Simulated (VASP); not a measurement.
CrO2: relaxation of cell and atoms with PBE+D3(BJ)

CrO2:

```
Cr O
1.0
     2.60903    0.00000    0.00000
    -1.30451    2.25948    0.00000
     0.00000    0.00000    5.30607
Cr O
1 2
Direct
  0.00000 0.00000 0.00000
  0.33333 0.66667 0.21795
  0.33333 0.66667 0.78205
```

* Program: VASP 6.6.1
* Task: relaxation of cell and atoms
* Functional: PBE
* Dispersion: D3(BJ)
* Potentials or basis: VASP PAW PBE potentials, release 64 (Cr_pv, O)
* Cutoff: 600 eV
* k mesh: 18 × 18 × 8
* Occupations: gaussian, width 0.01 eV
* Spin: no spin polarisation
* Dipole correction: no
* Further INCAR settings: ALGO = Normal; EDIFF = 1e-06; IBRION = 2; EDIFFG = -0.01; NSW = 80; ISIF = 3

The relaxed volume is 10.27 Å³/atom, the relaxed cell is a = 2.612 Å, b = 2.612 Å, c = 5.215 Å, α = 90.00°, β = 90.00°, γ = 120.00° and the space group after relaxing (to 0.1 Å) is P-6m2 (No. 187). The energy gained by relaxing is 0.6 meV/atom, the ionic steps are 15 and the pressure after relaxing is 0.1 GPa. The largest force after relaxing is 0.009 eV/Å, the band gap on the k mesh is 0.19 eV (least direct gap 1.43 eV) and the dispersion energy per atom is -0.169 eV.

Forces on the atoms (eV/Å):
```
Cr   0.000  0.000  0.000
O    0.000  0.000  0.009
O    0.000  0.000 -0.009
```

Step by step:
```
step  energy change (eV)  largest force (eV/Å)  pressure (GPa)  volume (Å³)
   1              0.0000                0.1261            0.77        31.28
   2              0.0011                0.1887           -1.94        31.51
   3             -0.0005                0.0130           -0.14        31.36
   4             -0.0007                0.0276           -0.26        31.34
   5             -0.0008                0.0648           -0.36        31.29
   6             -0.0009                0.0641           -0.38        31.28
   7             -0.0010                0.0576           -0.38        31.23
   8             -0.0013                0.0469           -0.37        31.15
   9             -0.0016                0.0250           -0.42        30.98
  10             -0.0013                0.0157           -0.51        30.63
  11             -0.0017                0.0170           -0.43        30.88
  12             -0.0019                0.0119           -0.06        30.82
  13             -0.0019                0.0111            0.01        30.81
  14             -0.0019                0.0074            0.23        30.78
  15             -0.0019                0.0093            0.10        30.80
```

Final structure:
```
Cr O
1.0
     2.61151    0.00000    0.00000
    -1.30575    2.26163    0.00000
     0.00000    0.00000    5.21507
Cr O
1 2
Direct
  0.00000 0.00000 0.00000
  0.33333 0.66667 0.22219
  0.33333 0.66667 0.77781
```

Levels at points of the mesh, in eV from the valence-band top:
```csv
k point,band 9,band 10,band 11,band 12,band 13,band 14,band 15,band 16
"(0.00, 0.00, 0.00)",-3.46,-3.46,-2.21,-0.47,1.40,1.40,1.49,1.49
"(0.50, 0.00, 0.00)",-5.08,-3.26,-2.57,-1.45,0.82,1.08,2.56,2.94
"(0.00, 0.00, 0.50)",-3.48,-3.48,-3.42,0.00,1.43,1.43,1.47,1.47
"(0.50, 0.00, 0.50)",-5.11,-3.21,-3.18,-1.24,0.82,1.12,2.34,2.90
```

It took 12 min on 1 thread of Intel(R) Xeon(R) 6975P-C (Granite Rapids), on a shared host, peak memory 0.27 GiB.

A k mesh can miss the band edges. Spin polarisation is off, so any magnetic state and its effect on volume and gap are missing.
